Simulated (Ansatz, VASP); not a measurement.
## O: VASP beside Ansatz

Contents of INCAR:

```
SYSTEM = O
PREC = Accurate ; ENCUT = 520
EDIFF = 1E-7 ; ISMEAR = 0
SIGMA = 0.15 ; LREAL = .FALSE.
LASPH = .TRUE. ; NELM = 80
ALGO = Normal ; ISIF = 2
LWAVE = .FALSE. ; LCHARG = .FALSE.
NBANDS = 13
```

File KPOINTS:

```
regular mesh
0
G
  22 22 22
  0 0 0
```

File POSCAR:

```
O
1.0
    0.0000000000      1.5111207759      3.5799536853
    1.5013653911      0.0000000000      3.5799536853
    1.5013653911      1.5111207759      0.0000000000
O
2
Direct
    0.0808467867      0.0808467867      0.9191532133
    0.9191532133      0.9191532133      0.0808467867
```

Input for Ansatz:

```yaml
crystal:
  lattice:
    - [0.0, 1.5111207759, 3.5799536853]
    - [1.5013653911, 0.0, 3.5799536853]
    - [1.5013653911, 1.5111207759, 0.0]
  atoms:
    - { symbol: O, position: [0.0808467867, 0.0808467867, 0.9191532133] }
    - { symbol: O, position: [0.9191532133, 0.9191532133, 0.0808467867] }
basis:
  ecutwfc: 520.0
kpoints:
  mp_grid: { grid: [22, 22, 22] }
hamiltonian:
  xc: lda
scf:
  occupations: { method: gaussian, width: 0.15 }
output:
  forces: true
  stress: true
  eigenvalues: true
```

Change from the starting cell: volume 8.122 Å^3 an atom, stretch along c over the lengths across it, relative to the relaxed cell 1.0410.

Alike in both runs: task single point; functional LDA; k mesh 22 × 22 × 22; occupations gaussian, width 0.15 eV; no spin polarisation.

|  | VASP | Ansatz |
| --- | --- | --- |
| version | VASP 6.6.1 | Ansatz 0.2.0 |
| potentials or method | VASP PAW LDA potentials, release 64 (O), cutoff 520 eV | scalar-relativistic, plane waves, PAW |
| valence electrons in the cell | 12 | 12 |

```tsv
	VASP	Ansatz	Ansatz less VASP
gap on the k mesh at the Fermi level (eV)	none	none	-
rms of the force components (eV/Å)	3.213	1.684	-1.5293
```

LDA's correlation is that of Perdew and Zunger in VASP and of Perdew and Wang (1992) in Ansatz. Atom by atom the forces differ by 1.529 eV/Å (rms over components). A gap of «none» marks a metal or a gap that the smearing closes.

Noted on VASP's run: the standard files for N, O and F lose accuracy on very short bonds; spin is off for a triplet molecule.
